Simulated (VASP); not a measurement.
Runs of VASP 6.6.1 on HfO2. The structure is that of space group Fm-3m (No. 225), or close to it. The cells are those of the table. 

| cell | gap on the mesh (eV) | pressure (GPa) |
| --- | --- | --- |
| a = 3.543 Å, angles 60.0°, 3 atoms | 3.90 | 10.0 |
| a = 3.568 Å, angles 60.0°, 3 atoms | 3.84 | (a) |
| a = 3.593 Å, angles 60.0°, 3 atoms | (b) | -1.2 |
| a = 3.664 Å, angles 60.0°, 3 atoms | 3.62 | -14.1 |
| a = 3.688 Å, angles 60.0°, 3 atoms | 3.57 | -17.6 |
| a = 3.641 Å, angles 60.0°, 3 atoms | 3.68 | -10.3 |

Alike in all rows: task single point; level PBE; potentials or basis VASP PAW PBE potentials, release 64 (Hf_pv, O); no spin polarisation; k mesh 6 × 6 × 6; cutoff (eV) 520; smearing gaussian 0.01 eV.

Problem. Fill in the values left out.

Solution. (a) 4.1; (b) 3.78.

Caveats: spin-orbit coupling is left out, which moves the levels of the heavy elements.

A k mesh can miss the band edges, and the runs leave out spin-orbit coupling on Hf.
